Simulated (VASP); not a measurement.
Input of a VASP 6.6.1 run:

File INCAR:

```
PREC = Accurate
ENCUT = 520
EDIFF = 1E-8
ISMEAR = -1
SIGMA = 0.05
LREAL = False
LASPH = True
NELM = 100
ALGO = Normal
ISIF = 2
LWAVE = False
LCHARG = False
LEFG = True
NBANDS = 18
```

KPOINTS

```
regular mesh
0
Gamma
  11 11 14
```

POSCAR

```
Si2W
1.0
   -1.6614600000      1.5826600000      3.9400000000
    1.5826600000     -1.6614600000      3.9400000000
    1.6293400000      1.6293400000     -3.9721200000
Si W
2 1
Direct
    0.3330000000      0.3330000000      0.0000000000
    0.6670000000      0.6670000000      0.0000000000
    0.0000000000      0.0000000000      0.0000000000
```

Potentials or basis: VASP PAW LDA potentials, release 64 (Si, W_sv).

Launch:

```sh
$ cat potpaw_LDA.64/Si/POTCAR potpaw_LDA.64/W_sv/POTCAR > POTCAR
$ mpirun -np 1 vasp_std > vasp.out
```

**Question.** Estimate the band gap on the k mesh.

**Answer.** Zero (band 11 reaches 12.54 eV, above the bottom of band 12 at 11.36 eV).

**Question.** Predict the pressure.

**Answer.** -6.2 GPa.

**Question.** Estimate the largest force.

**Answer.** 0.301 eV/Å.

Electric field gradients, principal values (V/Å²):
| atom | least | middle | greatest (by size) |
| --- | --- | --- | --- |
| 1 Si | 2.382 | 9.424 | -11.806 |
| 2 Si | 2.382 | 9.424 | -11.806 |
| 3 W | 41.654 | 96.480 | -138.134 |

Caveat: the cell differs from its parent crystal (equal xy, yz and zx shear strains of -2 %); without QUAD_EFG the Cq values of the log hold for a quadrupole moment of 1 mb, not for the nuclei; spin-orbit coupling is left out, which moves the levels of the heavy elements.
